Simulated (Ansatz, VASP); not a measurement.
# AlN in VASP and in Ansatz

```xyz
4
Lattice="3.1144 0.0000 0.0000 -1.5572 2.6971 0.0000 0.0000 0.0000 4.9848" Properties=species:S:1:pos:R:3 pbc="T T T"
Al    0.0000    1.7461    0.0076
Al    1.5572    0.9511    2.5000
N     0.0000    1.8445    1.9116
N     1.5572    0.8526    4.4040
```

Change from the starting cell: mode 5 frozen in at -0.052 Å, equal normal strain along x, y and z +0.0083.

Alike in both runs: task single point; functional LDA; k mesh 9 × 9 × 6; occupations gaussian, width 0.05 eV; no spin polarisation.

```csv
,VASP,Ansatz
version,VASP 6.6.1,Ansatz 0.2.0
potentials or method,"VASP PAW LDA potentials, release 64 (Al, N), cutoff 520 eV","scalar-relativistic, plane waves, PAW"
valence electrons in the cell,16,16
```

Ansatz gave:

```
gap on the k mesh at the Fermi level (eV)                     : 4.17
least direct gap on the mesh (eV)                             : 4.17
pressure (GPa)                                                : -5.1
traceless stress, the component that is largest in VASP (GPa) : 0.31
rms of the force components (eV/Å)                            : 0.130
```

Problem. What did VASP give for the same quantities?

Solution. gap on the k mesh at the Fermi level (eV): 4.17; least direct gap on the mesh (eV): 4.17; pressure (GPa): -4.6; traceless stress, the component that is largest in VASP (GPa): 0.29; rms of the force components (eV/Å): 0.130.

LDA's correlation is that of Perdew and Zunger in VASP and of Perdew and Wang (1992) in Ansatz. Atom by atom the forces differ by 0.001 eV/Å (rms over components).
